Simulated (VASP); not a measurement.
Input of a VASP 6.6.1 run:

Contents of INCAR:

```
ALGO = Normal ; EDIFF = 1E-7
EDIFFG = -0.005 ; ENCUT = 600
GGA = PE ; IBRION = 2
ISIF = 3 ; ISMEAR = -1
LASPH = True ; LCHARG = False
LREAL = False ; LWAVE = False
NELM = 100 ; NSW = 60
PREC = Accurate ; PSTRESS = 210.0
SIGMA = 0.08
```

The input KPOINTS:

```
k-points
0
Gamma
  14 14 14
```

File POSCAR:

```
Bi
1.0
    0.0000000000      2.3200846681      2.3200846681
    2.3200846681      0.0000000000      2.3200846681
    2.3200846681      2.3200846681      0.0000000000
Bi
1
Direct
    0.0000000000      0.0000000000      0.0000000000
```

Potentials or basis: VASP PAW PBE potentials, release 64 (Bi_d).

Launch:

```bash
$ cat potpaw_PBE.64/Bi_d/POTCAR > POTCAR
$ mpirun -np 1 vasp_std > vasp.out
```

Predict the relaxed volume.

25.06 Å³/atom.

Estimate the band gap on the k mesh.

zero (an odd number of electrons rules out a gap without spin polarisation).

What does it give for the space group after relaxing (to 0.1 Å)?

Fm-3m (No. 225).

Final structure:
```cif
data_structure
_symmetry_space_group_name_H-M 'P 1'
_symmetry_Int_Tables_number 1
_cell_length_a 3.2849
_cell_length_b 3.2849
_cell_length_c 3.2849
_cell_angle_alpha 60.000
_cell_angle_beta 60.000
_cell_angle_gamma 60.000
_cell_volume 25.06
loop_
_atom_site_label
_atom_site_type_symbol
_atom_site_fract_x
_atom_site_fract_y
_atom_site_fract_z
_atom_site_occupancy
Bi1 Bi 0.00000 0.00000 0.00000 1
```

Caveat: the cell is relaxed towards a set pressure, so the run minimises the enthalpy, not the energy; spin-orbit coupling is left out, which moves the levels of the heavy elements.
